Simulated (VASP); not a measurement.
# PbS: relaxation of shape and atoms at fixed volume with r2SCAN

PbS:

```
Pb S
1.0
     4.07799    0.00000    0.00000
    -2.03899    3.53164    0.00000
     0.00000    0.00000    3.79586
Pb S
1 1
Direct
  0.00000 0.00000 0.00000
  0.66667 0.33333 0.50000
```

* Program: VASP 6.6.1
* Task: relaxation of shape and atoms at fixed volume
* Functional: r2SCAN
* Potentials or basis: VASP PAW PBE potentials, release 64 (Pb_d, S)
* Cutoff: 600 eV
* k mesh: 10 × 10 × 10
* Occupations: gaussian, width 0.05 eV
* Spin: no spin polarisation
* Dipole correction: no
* Further INCAR settings: ALGO = Normal; EDIFF = 1e-07; IBRION = 2; EDIFFG = -0.02; NSW = 60; ISIF = 4

```
Pressure after relaxing : -0.9 GPa
Band gap on the k mesh  : zero (band 10 reaches 5.14 eV, above the bottom of band 11 at 4.99 eV)
```

Stress tensor (GPa, compression positive):
```
-0.90  0.00  0.00
 0.00 -0.90  0.00
 0.00  0.00 -0.98
```

Final structure:
```xyz
2
Lattice="4.0780 0.0000 0.0000 -2.0390 3.5316 0.0000 0.0000 0.0000 3.7959" Properties=species:S:1:pos:R:3 pbc="T T T"
Pb    0.0000    0.0000    0.0000
S     2.0390    1.1772    1.8979
```

Levels at points of the mesh, in eV from the Fermi level:
| k point | band 7 | band 8 | band 9 | band 10 | band 11 | band 12 | band 13 | band 14 |
| --- | --- | --- | --- | --- | --- | --- | --- | --- |
| (0.00, 0.00, 0.00) | -6.52 | -2.31 | -1.75 | -1.75 | 3.78 | 3.78 | 5.73 | 6.96 |
| (0.50, 0.00, 0.00) | -8.67 | -2.79 | -1.76 | -1.29 | 2.15 | 4.21 | 5.66 | 5.84 |
| (0.00, 0.00, 0.50) | -9.23 | -1.17 | -1.17 | 0.08 | 1.31 | 4.19 | 4.19 | 8.75 |
| (0.50, 0.00, 0.50) | -7.56 | -4.19 | -4.14 | -1.51 | 2.38 | 3.02 | 3.16 | 8.88 |

Run time: 2.4 min on 1 thread of Intel(R) Xeon(R) 6975P-C (Granite Rapids) (shared host), peak memory 0.25 GiB.

Caveat: the relaxation stopped at its first step, so nothing moved; the PAW data sets were made with another functional, which shifts forces and pressure a little; spin-orbit coupling is left out, which moves the levels of the heavy elements.
